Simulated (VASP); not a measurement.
# SnO (P4/nmm) in VASP: further runs

SnO is run at these levels: PBEsol; tasks: relaxation of cell and atoms, single point.

Program: VASP 6.6.1. These are calculated values, not measurements. Logs are shortened: lines on timing, memory, paths and dates and some standing lists are left out, and cuts for length are marked.

## 1. The cell of the first run

It takes space group P4/nmm (No. 129, tetragonal). Conventional cell: a = 3.577 Å, b = 3.577 Å, c = 4.138 Å, α = 90.00°, β = 90.00°, γ = 90.00°. Within 2.8 Å of Sn (site symmetry 4mm) lie 4 O at 2.12 Å. Within 2.8 Å of O (site symmetry -4m2) lie 4 Sn at 2.12 Å and 4 O at 2.53 Å.

## 2. Relaxation of cell and atoms, PBEsol, target pressure 25 GPa, at which the enthalpy is minimised

INCAR reads:

```
SYSTEM = SnO
PREC = Accurate
ENCUT = 600
EDIFF = 1E-6
ISMEAR = 0
SIGMA = 0.1
LREAL = .False.
LASPH = .True.
NELM = 100
ALGO = Normal
ISIF = 3
LWAVE = .False.
LCHARG = .False.
GGA = PS
IBRION = 2
NSW = 70
EDIFFG = -0.008
PSTRESS = 250.0
```

KPOINTS reads:

```
regular mesh
0
Gamma
  12 12 10
  0 0 0
```

POSCAR reads:

```
SnO
1.0
    3.5770070265      0.0000000000      0.0000000000
    0.0000000000      3.5770070265      0.0000000000
    0.0000000000      0.0000000000      4.1376040138
Sn O
2 2
Direct
    0.0000000000      0.5000000000      0.2734179024
    0.5000000000      0.0000000000      0.7265820976
    0.5000000000      0.5000000000      0.0000000000
    0.0000000000      0.0000000000      0.0000000000
```

Potentials or basis: VASP PAW PBE potentials, release 64 (Sn_d, O).

Launch:

```sh
$ cat potpaw_PBE.64/Sn_d/POTCAR potpaw_PBE.64/O/POTCAR > POTCAR
$ mpirun -np 1 vasp_std > vasp.out
```

OUTCAR:

```text
SYSTEM = SnO
   PREC = Accurate
   ENCUT = 600
   EDIFF = 1E-6
   ISMEAR = 0
   LREAL = .False.
   LASPH = .True.
   NELM = 100
   ISIF = 3
   GGA = PS
   IBRION = 2
   NSW = 70
   EDIFFG = -0.008
   PSTRESS = 250.0

 ion  position               nearest neighbor table
   1  0.000  0.500  0.273-   3 2.12   4 2.12   4 2.12   3 2.12   2 3.15   2 3.15   2 3.15   2 3.15
                             2 3.39   2 3.39   2 3.39   2 3.39
   2  0.500  0.000  0.727-   3 2.12   4 2.12   3 2.12   4 2.12   1 3.15   1 3.15   1 3.15   1 3.15
                             1 3.39   1 3.39   1 3.39   1 3.39
   3  0.500  0.500  0.000-   1 2.12   2 2.12   2 2.12   1 2.12
   4  0.000  0.000  0.000-   1 2.12   2 2.12   1 2.12   2 2.12

  LATTYP: Found a simple tetragonal cell.
 ALAT       =     3.5770070265
 C/A-ratio  =     1.1567223612

  Lattice vectors:

 A1 = (   3.5770070265,   0.0000000000,   0.0000000000)
 A2 = (   0.0000000000,   3.5770070265,   0.0000000000)
 A3 = (   0.0000000000,   0.0000000000,   4.1376040138)

Analysis of symmetry for initial positions (statically):
=====================================================================
 Subroutine PRICEL returns:
 Original cell was already a primitive cell.

 Routine SETGRP: Setting up the symmetry group for a
 simple tetragonal supercell.

 Subroutine GETGRP returns: Found 16 space group operations
 (whereof  8 operations were pure point group operations)
 out of a pool of 16 trial point group operations.

The static configuration has the point symmetry D_2d.
 The point group associated with its full space group is D_4h.

Analysis of symmetry for dynamics (positions and initial velocities):
=====================================================================
 Subroutine PRICEL returns:
 Original cell was already a primitive cell.

 Routine SETGRP: Setting up the symmetry group for a
 simple tetragonal supercell.

 Subroutine GETGRP returns: Found 16 space group operations
 (whereof  8 operations were pure point group operations)
 out of a pool of 16 trial point group operations.

The dynamic configuration has the point symmetry D_2d.
 The point group associated with its full space group is D_4h.

 Subroutine INISYM returns: Found 16 space group operations
 (whereof  8 operations are pure point group operations),
 and found     1 'primitive' translations

----------------------------------------------------------------------------------------

                                     Primitive cell

  volume of cell :      52.9406

  direct lattice vectors                    reciprocal lattice vectors
     3.577007027  0.000000000  0.000000000     0.279563331  0.000000000  0.000000000
     0.000000000  3.577007027  0.000000000     0.000000000  0.279563331  0.000000000
     0.000000000  0.000000000  4.137604014     0.000000000  0.000000000  0.241685767

  length of vectors
     3.577007027  3.577007027  4.137604014     0.279563331  0.279563331  0.241685767

  position of ions in fractional coordinates (direct lattice)
     0.000000000  0.500000000  0.273417902
     0.500000000  0.000000000  0.726582098
     0.500000000  0.500000000  0.000000000
     0.000000000  0.000000000  0.000000000

  ion indices of the primitive-cell ions
   primitive index   ion index
                 1           1
                 2           2
                 3           3
                 4           4

----------------------------------------------------------------------------------------

 KPOINTS: regular mesh

Automatic generation of k-mesh.
 Grid dimensions read from file:
 generate k-points for:   12   12   10

 Generating k-lattice:

  Cartesian coordinates                     Fractional coordinates (reciprocal lattice)
     0.023296944  0.000000000  0.000000000     0.083333333  0.000000000  0.000000000
     0.000000000  0.023296944  0.000000000     0.000000000  0.083333333  0.000000000
     0.000000000  0.000000000  0.024168577     0.000000000  0.000000000  0.100000000

  Length of vectors
     0.023296944  0.023296944  0.024168577

  Shift w.r.t. Gamma in fractional coordinates (k-lattice)
     0.000000000  0.000000000  0.000000000

 Subroutine IBZKPT returns following result:
 ===========================================

 Found    168 irreducible k-points:

 Following reciprocal coordinates:
            Coordinates               Weight
  0.000000  0.000000  0.000000      1.000000
  0.083333  0.000000  0.000000      4.000000
  0.166667  0.000000  0.000000      4.000000
  0.250000  0.000000  0.000000      4.000000
  0.333333  0.000000  0.000000      4.000000
  0.416667  0.000000  0.000000      4.000000
[... 16 lines left out ...]
  0.333333  0.333333  0.000000      4.000000
  0.416667  0.333333  0.000000      8.000000
 [... further k-points ...]
   k-points           NKPTS =    168   k-points in BZ     NKDIM =    168   number of bands    NBANDS=     24
   number of dos      NEDOS =    301   number of ions     NIONS =      4
   total plane-waves  NPLWV =  32400
   dimension x,y,z NGX =    30 NGY =   30 NGZ =   36
   dimension x,y,z NGXF=    60 NGYF=   60 NGZF=   72
   ions per type =               2   2
   NGX,Y,Z   is equivalent  to a cutoff of  13.94, 13.94, 14.46 a.u.
   NGXF,Y,Z  is equivalent  to a cutoff of  27.89, 27.89, 28.93 a.u.
 SYSTEM =  SnO
   PREC   = accura    normal or accurate (medium, high low for compatibility)
   ISTART =      0    job   : 0-new  1-cont  2-samecut
   ICHARG =      2    charge: 1-file 2-atom 10-const
   ISPIN  =      1    spin polarized calculation?
   LNONCOLLINEAR =      F non collinear calculations
   LSORBIT =      F    spin-orbit coupling
   LASPH  =      T    aspherical Exc in radial PAW
   ENCUT  =  600.0 eV  44.10 Ry    6.64 a.u.   7.14  7.14  8.26*2*pi/ulx,y,z
   NELM   =    100;   NELMIN=  2; NELMDL= -5     # of ELM steps
   EDIFF  = 0.1E-05   stopping-criterion for ELM
   LREAL  =      F    real-space projection
   EDIFFG = -.8E-02   stopping-criterion for IOM
   NSW    =     70    number of steps for IOM
   IBRION =      2    ionic relax: 0-MD 1-quasi-New 2-CG
   NFREE  =      1    steps in history (QN), initial steepest desc. (CG)
   ISIF   =      3    stress and relaxation
   ISYM   =      2    0-nonsym 1-usesym 2-fastsym
   POTIM  = 0.5000    time-step for ionic-motion
   TEBEG  =    0.0;   TEEND  =   0.0 temperature during run
   PSTRESS=  250.0 pullay stress
   NELECT =      40.0000    total number of electrons
   NUPDOWN=      -1.0000    fix difference up-down
   EMIN   =  10.00;   EMAX   =-10.00  energy-range for DOS
   EFERMI =   0.00;   METHOD = LEGACY
   ISMEAR =     0;   SIGMA  =   0.10  broadening in eV -4-tet -1-fermi 0-gaus
   EFERMI_NEDOS =   21; number of points for ismear=-14 and -15
   IALGO  =     38    algorithm
   IMIX   =      4    mixing-type and parameters
     AMIX     =   0.40;   BMIX     =  1.00
     AMIX_MAG =   1.60;   BMIX_MAG =  1.00
  volume/ion in A,a.u.               =      13.24        89.32
  Fermi-wavevector in a.u.,A,eV,Ry     =   1.491072  2.817718 30.249781  2.223296
  Thomas-Fermi vector in A             =   2.603774
   LORBIT       =      0    0 simple, 1 ext, 2 COOP (PROOUT), +10 PAW based schemes
   GGA     = PS    functional components
   LHFCALC =     F    Hartree Fock is set to
   AEXX    =    0.0000 exact exchange contribution
   IVDW    =     0    specifies the selected vdW correction
   LEPSILON=     F    determine dielectric tensor
   LRPA    =     F    only Hartree local field effects (RPA)
 conjugate gradient relaxation of ions
 non-spin polarized calculation
 Gauss-broadening in eV      SIGMA  =   0.10
  energy-cutoff  :      600.00
  volume of cell :       52.94
 maximum number of plane-waves:      1794
 NGX is ok and might be reduce to    30
   NGX = 15   NGY = 15   NGZ = 17

--------------------------------------- Ionic step        1  -------------------------------------------

 number of electron      40.0000016 magnetization

 Free energy of the ion-electron system (eV)
  ---------------------------------------------------
  ext. energy  EPLUGINS =         0.00000000
  ---------------------------------------------------
  free energy    TOTEN  =       -23.34221790 eV

  energy without entropy =      -23.33855155  energy(sigma->0) =      -23.34038473

------------------------ aborting loop because EDIFF is reached ----------------------------------------

  FORCE on cell =-STRESS in cart. coord.  units (eV):
  Direction    XX          YY          ZZ          XY          YZ          ZX
  --------------------------------------------------------------------------------------
  -------------------------------------------------------------------------------------
  Total        9.0830438      9.0830438      8.9497165      0.0000000      0.0000000      0.0000000
  in kB      274.8865417    274.8865417    270.8515645      0.0000000      0.0000000      0.0000000
  external PRESSURE =      23.5415493 kB  Pullay stress =     250.0000000 kB
[... 103 lines left out ...]
  energy  without entropy=      -23.5026917744  energy(sigma->0) =      -23.50431458

  enthalpy is  TOTEN    =       -15.1304774993 eV   P V=        8.3754598784

[... ionic steps 4 to 7 ...]

--------------------------------------- Ionic step        8  -------------------------------------------

 number of electron      40.0000011 magnetization

------------------------ aborting loop because EDIFF is reached ----------------------------------------
[... 75 lines left out ...]
--------------------------------------- Ionic step       10  -------------------------------------------

 number of electron      40.0000011 magnetization

 Free energy of the ion-electron system (eV)
  ---------------------------------------------------
  ext. energy  EPLUGINS =         0.00000000
  ---------------------------------------------------
  free energy    TOTEN  =       -23.30242251 eV

  energy without entropy =      -23.29969481  energy(sigma->0) =      -23.30105866

 E-fermi :  11.0378     XC(G=0): -12.1827

 val. band max:       11.0370523307   @ k =   0.1667   0.1667   0.0000
 cond. band min:      11.0841515081   @ k =   0.1667   0.0833   0.1000
 fundamental gap:      0.0470991774
 Fermi energy:        11.0377541291

 k-point     1 :       0.0000    0.0000    0.0000
  band No.  band energies     occupation
      1     -11.6074      2.00000
      2     -10.9601      2.00000
      3     -10.9601      2.00000
      4     -10.8954      2.00000
      5     -10.8659      2.00000
      6     -10.8298      2.00000
[... 637 lines left out ...]
     23      16.1977      0.00000
     24      16.2446      0.00000

 [... further k-points ...]

------------------------ aborting loop because EDIFF is reached ----------------------------------------

  FORCE on cell =-STRESS in cart. coord.  units (eV):
  Direction    XX          YY          ZZ          XY          YZ          ZX
  --------------------------------------------------------------------------------------
  -------------------------------------------------------------------------------------
  Total        8.1492304      8.1492304      8.1485464      0.0000000      0.0000000      0.0000000
  in kB      250.0943877    250.0943877    250.0733968      0.0000000      0.0000000      0.0000000
  external PRESSURE =       0.0873907 kB  Pullay stress =     250.0000000 kB
[... 23 lines left out ...]
  energy  without entropy=      -23.2996948063  energy(sigma->0) =      -23.30105866

  enthalpy is  TOTEN    =       -15.1562676638 eV   P V=        8.1461548419

 reached required accuracy - stopping structural energy minimisation
```

It took 19 min on 1 thread of Intel Xeon 6975P-C, shared host; peak memory 0.36 GiB.

Results:

| Item | Value |
| --- | --- |
| Free energy | -23.3024 eV |
| Relaxed volume | 13.05 Å³/atom |
| Relaxed cell | a = 3.582 Å, b = 3.582 Å, c = 4.070 Å, α = 90.00°, β = 90.00°, γ = 90.00° |
| Space group after relaxing (to 0.05 Å) | P4/nmm (No. 129) |
| Energy change on relaxing (the enthalpy is what falls) | +9.9 meV/atom |
| Ionic steps | 10 |
| Pressure after relaxing | 25.0 GPa |
| Band gap on the k mesh | zero (band 20 reaches 11.57 eV, above the bottom of band 21 at 9.55 eV) |

Step by step:
```tsv
step	energy change (eV)	largest force (eV/Å)	pressure (GPa)	volume (Å³)
1	0.0000	1.3636	27.35	52.94
2	-0.2340	0.8119	15.99	54.44
3	-0.1637	0.2467	21.38	53.68
4	0.0768	0.0821	25.72	51.99
5	0.0364	0.0264	25.01	52.24
6	0.0419	0.0298	25.18	52.20
7	0.0485	0.0794	25.39	52.15
8	0.0145	0.0662	24.23	52.37
9	0.0343	0.0211	24.94	52.24
10	0.0398	0.0014	25.01	52.21
```

Final structure:
```xyz
4
Lattice="3.5815 0.0000 0.0000 0.0000 3.5815 0.0000 0.0000 0.0000 4.0699" Properties=species:S:1:pos:R:3 pbc="T T T"
Sn    0.0000    1.7908    1.1708
Sn    1.7908    3.5815    2.8991
O     1.7908    1.7908    0.0000
O     0.0000    0.0000    0.0000
```

Levels at points of the mesh, in eV from the Fermi level:
```tsv
k point	band 18	band 19	band 20	band 21	band 22	band 23
(0.00, 0.00, 0.00)	-3.52	-3.52	0.40	3.89	3.92	3.92
(0.50, 0.00, 0.00)	-5.64	-3.68	-3.68	4.80	4.80	5.92
(0.50, 0.50, 0.00)	-2.77	-2.11	-2.11	-1.49	-1.49	4.86
(0.00, 0.00, 0.50)	-3.53	-2.56	-0.73	1.48	1.48	2.14
(0.50, 0.00, 0.50)	-5.47	-1.99	-1.99	4.13	4.13	4.81
(0.50, 0.50, 0.50)	-4.01	-2.78	-2.78	1.96	1.96	6.40
```

Caveat: the cell is relaxed towards a set pressure, so the enthalpy falls and the energy may rise; the PAW data sets were made with another functional, which shifts forces and pressure a little; spin-orbit coupling is left out, which moves the levels of the heavy elements.

## 3. Relaxation of cell and atoms, PBEsol, target pressure 12 GPa, at which the enthalpy is minimised

This run uses another cell than the first one, of 14.52 Å³/atom, 1.097 times its volume.

INCAR reads:

```
PREC = Accurate ; ENCUT = 600
EDIFF = 1E-6 ; ISMEAR = 0
SIGMA = 0.1 ; LREAL = F
LASPH = T ; NELM = 100
ALGO = Normal ; ISIF = 3
LWAVE = F ; LCHARG = F
GGA = PS ; IBRION = 2
NSW = 70 ; EDIFFG = -0.008
PSTRESS = 120.0
```

KPOINTS reads:

```
Automatic mesh
0
Gamma
  12 12 10
```

POSCAR reads:

```
SnO
1.0
    3.6486633201      0.0000000000      0.0000000000
    0.0000000000      3.6486633201      0.0000000000
    0.0000000000      0.0000000000      4.3629983494
Sn O
2 2
Direct
    0.0000000000      0.5000000000      0.2587155823
    0.5000000000      0.0000000000      0.7412844177
    0.5000000000      0.5000000000      0.0000000000
    0.0000000000      0.0000000000      0.0000000000
```

Potentials or basis: VASP PAW PBE potentials, release 64 (Sn_d, O).

Launch:

```sh
$ cat potpaw_PBE.64/Sn_d/POTCAR potpaw_PBE.64/O/POTCAR > POTCAR
$ mpirun -np 1 vasp_std > vasp.out
```

It took 23 min on 1 thread of Intel Xeon 6975P-C, shared host; peak memory 0.38 GiB.

It converged, with:

| Quantity | Value |
| --- | --- |
| Free energy | -23.8808 eV |
| Relaxed volume | 14.33 Å³/atom |
| Relaxed cell | a = 3.674 Å, b = 3.674 Å, c = 4.246 Å, α = 90.00°, β = 90.00°, γ = 90.00° |
| Space group after relaxing (to 0.05 Å) | P4/nmm (No. 129) |
| Energy change on relaxing (the enthalpy is what falls) | -7.1 meV/atom |
| Ionic steps | 11 |
| Pressure after relaxing | 12.0 GPa |
| Largest force after relaxing | 0.004 eV/Å |
| Band gap on the k mesh | zero (band 20 reaches 9.84 eV, above the bottom of band 21 at 8.56 eV) |

Forces in eV/Å, atoms in the order of the input:
```
Sn   0.000  0.000 -0.004
Sn   0.000  0.000  0.004
O    0.000  0.000  0.000
O    0.000  0.000  0.000
```

The path:
| step | energy change (eV) | largest force (eV/Å) | pressure (GPa) | volume (Å³) |
| --- | --- | --- | --- | --- |
| 1 | 0.0000 | 1.3270 | 15.86 | 58.08 |
| 2 | -0.2012 | 0.8456 | 3.52 | 61.07 |
| 3 | -0.1523 | 0.2823 | 9.77 | 59.40 |
| 4 | -0.0883 | 0.1092 | 11.07 | 58.25 |
| 5 | -0.0206 | 0.0446 | 12.30 | 57.27 |
| 6 | -0.0245 | 0.0352 | 12.22 | 57.32 |
| 7 | -0.0284 | 0.0257 | 12.09 | 57.33 |
| 8 | -0.0300 | 0.0171 | 11.95 | 57.34 |
| 9 | -0.0299 | 0.0177 | 11.94 | 57.34 |
| 10 | -0.0256 | 0.0217 | 12.22 | 57.28 |
| 11 | -0.0283 | 0.0039 | 12.02 | 57.32 |

Final structure:
```
CELL_PARAMETERS angstrom
3.67391 0.00000 0.00000
0.00000 3.67391 0.00000
0.00000 0.00000 4.24639
ATOMIC_POSITIONS crystal
Sn 0.00000 0.50000 0.27453
Sn 0.50000 0.00000 0.72547
O 0.50000 0.50000 0.00000
O 0.00000 0.00000 0.00000
```

Levels at points of the mesh, in eV from the Fermi level:
```tsv
k point	band 16	band 17	band 18	band 19	band 20	band 21	band 22	band 23	band 24
(0.00, 0.00, 0.00)	-7.05	-3.92	-3.45	-3.45	0.16	3.15	3.99	3.99	6.30
(0.50, 0.00, 0.00)	-5.61	-5.38	-5.38	-3.43	-3.43	4.16	4.16	5.76	5.76
(0.50, 0.50, 0.00)	-5.64	-2.73	-2.73	-2.08	-2.08	-1.10	-1.10	4.66	4.66
(0.00, 0.00, 0.50)	-4.09	-3.46	-3.46	-2.45	-1.64	1.81	1.81	1.88	3.18
(0.50, 0.00, 0.50)	-6.28	-5.26	-5.26	-1.95	-1.95	3.52	3.52	4.84	4.84
(0.50, 0.50, 0.50)	-6.78	-3.66	-3.66	-2.74	-2.74	1.96	1.96	5.57	5.57
```

Caveat: the cell is relaxed towards a set pressure, so the enthalpy falls and the energy may rise; the PAW data sets were made with another functional, which shifts forces and pressure a little; spin-orbit coupling is left out, which moves the levels of the heavy elements.

[end of part 1 of 3]
